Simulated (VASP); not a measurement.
# C (Fd-3m) in VASP: further runs

The runs below take C through single point, relaxation of cell and atoms, with r2SCAN, RPBE+D4.

All numbers are computed with VASP 6.6.1; they aren't measurements. Logs are shortened: lines on timing, memory, paths and dates and some standing lists are left out, and cuts for length are marked.

## (1) The cell of the first run

The structure is cubic, space group Fd-3m (No. 227). The conventional cell has a = 3.494 Å, b = 3.494 Å, c = 3.494 Å, α = 90.00°, β = 90.00°, γ = 90.00°. Within 2.0 Å of C (site symmetry -43m) lie 4 C at 1.51 Å.

## (2) Single point, r2SCAN

File POSCAR:

```
C
1.0
    0.0000000000      1.7469644787      1.7469644787
    1.7469644787      0.0000000000      1.7469644787
    1.7469644787      1.7469644787      0.0000000000
C
2
Direct
    0.7500000000      0.7500000000      0.7500000000
    0.5000000000      0.5000000000      0.5000000000
```

File INCAR.step1:

```
PREC     = Accurate       # precision mode
ENCUT    = 520            # plane-wave cutoff, eV
ISMEAR   = -1             # smearing method
SIGMA    = 0.05           # smearing width, eV
LREAL    = F              # projectors in reciprocal space
LASPH    = T              # aspherical terms in the spheres
NELM     = 80             # most SCF steps
NBANDS   = 11             # bands
GGA      = PE             # functional
ALGO     = Normal         # electronic algorithm
EDIFF    = 1E-4           # SCF threshold, eV
LWAVE    = T              # write WAVECAR
LCHARG   = F              # write CHGCAR
```

File INCAR.step2:

```
PREC     = Accurate       # precision mode
ENCUT    = 520            # plane-wave cutoff, eV
EDIFF    = 1E-6           # SCF threshold, eV
ISMEAR   = -1             # smearing method
SIGMA    = 0.05           # smearing width, eV
LREAL    = F              # projectors in reciprocal space
LASPH    = T              # aspherical terms in the spheres
NELM     = 80             # most SCF steps
ALGO     = Normal         # electronic algorithm
ISIF     = 2              # what is computed and relaxed
LWAVE    = F              # write WAVECAR
LCHARG   = F              # write CHGCAR
METAGGA  = R2SCAN         # meta-GGA
LMIXTAU  = T            
NBANDS   = 11             # bands
ISTART   = 1
```

File KPOINTS:

```
regular mesh
0
Gamma
  13 13 13
```

Potentials or basis: VASP PAW PBE potentials, release 64 (C).

Run with:

```sh
$ cat potpaw_PBE.64/C/POTCAR > POTCAR
$ cp INCAR.step1 INCAR
$ mpirun -np 1 vasp_std > vasp.out
$ cp INCAR.step2 INCAR
$ mpirun -np 1 vasp_std > vasp.out
```

OUTCAR:

```text
PREC = Accurate
   ENCUT = 520
   EDIFF = 1E-6
   ISMEAR = -1
   LREAL = F
   LASPH = T
   NELM = 80
   ISIF = 2
   METAGGA = R2SCAN
   ISTART = 1

 ion  position               nearest neighbor table
   1  0.750  0.750  0.750-   2 1.51   2 1.51   2 1.51   2 1.51
   2  0.500  0.500  0.500-   1 1.51   1 1.51   1 1.51   1 1.51

  LATTYP: Found a face centered cubic cell.
 ALAT       =     3.4939289574

  Lattice vectors:

 A1 = (   0.0000000000,   1.7469644787,   1.7469644787)
 A2 = (   1.7469644787,   0.0000000000,   1.7469644787)
 A3 = (   1.7469644787,   1.7469644787,   0.0000000000)

Analysis of symmetry for initial positions (statically):
=====================================================================
 Subroutine PRICEL returns:
 Original cell was already a primitive cell.

 Routine SETGRP: Setting up the symmetry group for a
 face centered cubic supercell.

 Subroutine GETGRP returns: Found 48 space group operations
 (whereof 24 operations were pure point group operations)
 out of a pool of 48 trial point group operations.

The static configuration has the point symmetry T_d .
 The point group associated with its full space group is O_h .

Analysis of symmetry for dynamics (positions and initial velocities):
=====================================================================
 Subroutine PRICEL returns:
 Original cell was already a primitive cell.

 Routine SETGRP: Setting up the symmetry group for a
 face centered cubic supercell.

 Subroutine GETGRP returns: Found 48 space group operations
 (whereof 24 operations were pure point group operations)
 out of a pool of 48 trial point group operations.

The dynamic configuration has the point symmetry T_d .
 The point group associated with its full space group is O_h .

 Subroutine INISYM returns: Found 48 space group operations
 (whereof 24 operations are pure point group operations),
 and found     1 'primitive' translations

----------------------------------------------------------------------------------------

                                     Primitive cell

  volume of cell :      10.6631

  direct lattice vectors                    reciprocal lattice vectors
     0.000000000  1.746964479  1.746964479    -0.286210742  0.286210742  0.286210742
     1.746964479  0.000000000  1.746964479     0.286210742 -0.286210742  0.286210742
     1.746964479  1.746964479  0.000000000     0.286210742  0.286210742 -0.286210742

  length of vectors
     2.470580859  2.470580859  2.470580859     0.495731547  0.495731547  0.495731547

  position of ions in fractional coordinates (direct lattice)
     0.750000000  0.750000000  0.750000000
     0.500000000  0.500000000  0.500000000

  ion indices of the primitive-cell ions
   primitive index   ion index
                 1           1
                 2           2

----------------------------------------------------------------------------------------

 KPOINTS: regular mesh

Automatic generation of k-mesh.
 Grid dimensions read from file:
 generate k-points for:   13   13   13

 Generating k-lattice:

  Cartesian coordinates                     Fractional coordinates (reciprocal lattice)
    -0.022016211  0.022016211  0.022016211     0.076923077  0.000000000  0.000000000
     0.022016211 -0.022016211  0.022016211     0.000000000  0.076923077  0.000000000
     0.022016211  0.022016211 -0.022016211     0.000000000  0.000000000  0.076923077

  Length of vectors
     0.038133196  0.038133196  0.038133196

  Shift w.r.t. Gamma in fractional coordinates (k-lattice)
     0.000000000  0.000000000  0.000000000

 Subroutine IBZKPT returns following result:
 ===========================================

 Found     84 irreducible k-points:

 Following reciprocal coordinates:
            Coordinates               Weight
  0.000000  0.000000  0.000000      1.000000
  0.076923  0.000000  0.000000      8.000000
  0.153846  0.000000  0.000000      8.000000
  0.230769  0.000000  0.000000      8.000000
  0.307692  0.000000  0.000000      8.000000
  0.384615  0.000000  0.000000      8.000000
[... 16 lines left out ...]
  0.384615  0.153846  0.000000     24.000000
  0.461538  0.153846  0.000000     24.000000
 [... further k-points ...]
   k-points           NKPTS =     84   k-points in BZ     NKDIM =     84   number of bands    NBANDS=     11
   number of dos      NEDOS =    301   number of ions     NIONS =      2
   total plane-waves  NPLWV =   5832
   dimension x,y,z NGX =    18 NGY =   18 NGZ =   18
   dimension x,y,z NGXF=    36 NGYF=   36 NGZF=   36
   ions per type =               2
   NGX,Y,Z   is equivalent  to a cutoff of  12.11, 12.11, 12.11 a.u.
   NGXF,Y,Z  is equivalent  to a cutoff of  24.22, 24.22, 24.22 a.u.
 SYSTEM =  unknown system
   PREC   = accura    normal or accurate (medium, high low for compatibility)
   ISTART =      1    job   : 0-new  1-cont  2-samecut
   ICHARG =      0    charge: 1-file 2-atom 10-const
   ISPIN  =      1    spin polarized calculation?
   LNONCOLLINEAR =      F non collinear calculations
   LSORBIT =      F    spin-orbit coupling
   LASPH  =      T    aspherical Exc in radial PAW
   ENCUT  =  520.0 eV  38.22 Ry    6.18 a.u.   4.59  4.59  4.59*2*pi/ulx,y,z
   NELM   =     80;   NELMIN=  2; NELMDL=  0     # of ELM steps
   EDIFF  = 0.1E-05   stopping-criterion for ELM
   LREAL  =      F    real-space projection
   EDIFFG = 0.1E-04   stopping-criterion for IOM
   NSW    =      0    number of steps for IOM
   IBRION =     -1    ionic relax: 0-MD 1-quasi-New 2-CG
   NFREE  =      0    steps in history (QN), initial steepest desc. (CG)
   ISIF   =      2    stress and relaxation
   ISYM   =      2    0-nonsym 1-usesym 2-fastsym
   POTIM  = 0.5000    time-step for ionic-motion
   TEBEG  =    0.0;   TEEND  =   0.0 temperature during run
   PSTRESS=    0.0 pullay stress
   NELECT =       8.0000    total number of electrons
   NUPDOWN=      -1.0000    fix difference up-down
   EMIN   =  10.00;   EMAX   =-10.00  energy-range for DOS
   EFERMI =   0.00;   METHOD = LEGACY
   ISMEAR =    -1;   SIGMA  =   0.05  broadening in eV -4-tet -1-fermi 0-gaus
   EFERMI_NEDOS =   21; number of points for ismear=-14 and -15
   IALGO  =     38    algorithm
   IMIX   =      4    mixing-type and parameters
     AMIX     =   0.40;   BMIX     =  1.00
     AMIX_MAG =   1.60;   BMIX_MAG =  1.00
  volume/ion in A,a.u.               =       5.33        35.98
  Fermi-wavevector in a.u.,A,eV,Ry     =   1.487570  2.811100 30.107851  2.212865
  Thomas-Fermi vector in A             =   2.600714
   LORBIT       =      0    0 simple, 1 ext, 2 COOP (PROOUT), +10 PAW based schemes
   METAGGA = R2SCAN    functional components
   LHFCALC =     F    Hartree Fock is set to
   AEXX    =    0.0000 exact exchange contribution
   IVDW    =     0    specifies the selected vdW correction
   LEPSILON=     F    determine dielectric tensor
   LRPA    =     F    only Hartree local field effects (RPA)
 non-spin polarized calculation
  energy-cutoff  :      520.00
  volume of cell :       10.66
 maximum number of plane-waves:       299
   NGX =  9   NGY =  9   NGZ =  9

 number of electron       8.0000001 magnetization

 Free energy of the ion-electron system (eV)
  ---------------------------------------------------
  ext. energy  EPLUGINS =         0.00000000
  ---------------------------------------------------
  free energy    TOTEN  =       -19.59898061 eV

  energy without entropy =      -19.59898061  energy(sigma->0) =      -19.59898061

 E-fermi :  11.6796     XC(G=0): -14.6007

 val. band max:       10.6328927861   @ k =   0.0000   0.0000   0.0000
 cond. band min:      15.1112465801   @ k =   0.3846   0.3846   0.0000
 fundamental gap:      4.4783537940
 Fermi energy:        11.6796209846

 k-point     1 :       0.0000    0.0000    0.0000
  band No.  band energies     occupation
      1     -12.9377      2.00000
      2      10.6329      2.00000
      3      10.6329      2.00000
      4      10.6329      2.00000
      5      16.6394      0.00000
      6      16.6394      0.00000
      7      16.6394      0.00000
      8      25.9655      0.00000
      9      31.9016      0.00000
     10      38.7202      0.00000
     11      38.7202      0.00000

 k-point     2 :       0.0769    0.0000    0.0000
  band No.  band energies     occupation
      1     -12.7592      2.00000
      2       9.4304      2.00000
      3      10.3136      2.00000
      4      10.3136      2.00000
      5      17.0575      0.00000
      6      17.0575      0.00000
      7      17.3862      0.00000
      8      26.0964      0.00000
      9      32.2037      0.00000
     10      36.7385      0.00000
     11      36.7385      0.00000

 k-point     3 :       0.1538    0.0000    0.0000
  band No.  band energies     occupation
      1     -12.2255      2.00000
      2       6.9068      2.00000
      3       9.6005      2.00000
      4       9.6005      2.00000
      5      17.9951      0.00000
      6      17.9951      0.00000
      7      18.6109      0.00000
      8      26.4692      0.00000
      9      32.8715      0.00000
     10      35.0348      0.00000
     11      35.0348      0.00000

 k-point     4 :       0.2308    0.0000    0.0000
  band No.  band energies     occupation
      1     -11.3425      2.00000
      2       4.0386      2.00000
      3       8.8353      2.00000
      4       8.8353      2.00000
      5      18.9246      0.00000
      6      18.9246      0.00000
      7      19.5488      0.00000
      8      26.9956      0.00000
      9      33.3636      0.00000
     10      34.4138      0.00000
     11      34.4138      0.00000
[... 239 lines left out ...]
 k-point    22 :       0.3077    0.1538    0.0000
  band No.  band energies     occupation
      1     -10.3497      2.00000
      2       3.3299      2.00000
      3       6.6098      2.00000
      4       7.3319      2.00000
      5      17.1025      0.00000
      6      22.1420      0.00000
      7      22.1453      0.00000
      8      23.9027      0.00000
      9      33.3202      0.00000
     10      34.4005      0.00000
     11      39.0479      0.00000

 k-point    23 :       0.3846    0.1538    0.0000
  band No.  band energies     occupation
      1      -9.0363      2.00000
      2       0.6773      2.00000
      3       6.2831      2.00000
      4       6.4754      2.00000
      5      17.8477      0.00000
      6      22.4026      0.00000
      7      22.6136      0.00000
      8      24.5274      0.00000
      9      33.9446      0.00000
     10      34.9025      0.00000
     11      39.6388      0.00000

 k-point    24 :       0.4615    0.1538    0.0000
  band No.  band energies     occupation
      1      -7.4663      2.00000
      2      -1.7822      2.00000
      3       5.6991      2.00000
      4       6.2427      2.00000
      5      18.3061      0.00000
      6      22.2184      0.00000
      7      22.8392      0.00000
      8      25.9772      0.00000
      9      33.2611      0.00000
     10      36.4543      0.00000
     11      39.9364      0.00000

 [... further k-points ...]
[... 5 lines left out ...]
  --------------------------------------------------------------------------------------
  -------------------------------------------------------------------------------------
  Total        1.9678007      1.9678007      1.9678007     -0.0000000      0.0000000     -0.0000000
  in kB      295.6715111    295.6715111    295.6715111     -0.0000000      0.0000000     -0.0000000
  external PRESSURE =     295.6715111 kB  Pullay stress =       0.0000000 kB

 VOLUME and BASIS-vectors are now :
 -----------------------------------------------------------------------------
  energy-cutoff  :      520.00
  volume of cell :       10.66
      direct lattice vectors                 reciprocal lattice vectors
     0.000000000  1.746964479  1.746964479    -0.286210742  0.286210742  0.286210742
     1.746964479  0.000000000  1.746964479     0.286210742 -0.286210742  0.286210742
     1.746964479  1.746964479  0.000000000     0.286210742  0.286210742 -0.286210742

 POSITION                                       TOTAL-FORCE (eV/Angst)
 -----------------------------------------------------------------------------------
      2.62045      2.62045      2.62045        -0.000000     -0.000000     -0.000000
      1.74696      1.74696      1.74696         0.000000      0.000000      0.000000
 -----------------------------------------------------------------------------------
    total drift:                                0.000000     -0.000000      0.000000

  FREE ENERGIE OF THE ION-ELECTRON SYSTEM (eV)
  ---------------------------------------------------
  free  energy   TOTEN  =       -19.5989806137 eV

  energy  without entropy=      -19.5989806137  energy(sigma->0) =      -19.59898061
```

Run time: 27 s. Hardware: 1 thread of Intel Xeon Platinum 8259CL at 2.50GHz (Skylake/Cascade Lake), shared host; peak memory 0.12 GiB.

Results:

| Item | Value |
| --- | --- |
| Free energy | -19.5990 eV |
| Pressure | 29.6 GPa |
| Band gap on the k mesh | 4.48 eV (least direct gap 6.01 eV) |

Levels at points of the mesh, in eV from the valence-band top:
| k point | band 1 | band 2 | band 3 | band 4 | band 5 | band 6 | band 7 | band 8 |
| --- | --- | --- | --- | --- | --- | --- | --- | --- |
| (0.00, 0.00, 0.00) | -23.57 | 0.00 | 0.00 | 0.00 | 6.01 | 6.01 | 6.01 | 15.33 |

Caveat: the cell stands under pressure; the PAW data sets were made with another functional, which shifts forces and pressure a little; an odd mesh through Γ misses points on the zone boundary, where band edges can lie.

(Continued in part 2 of 2.)
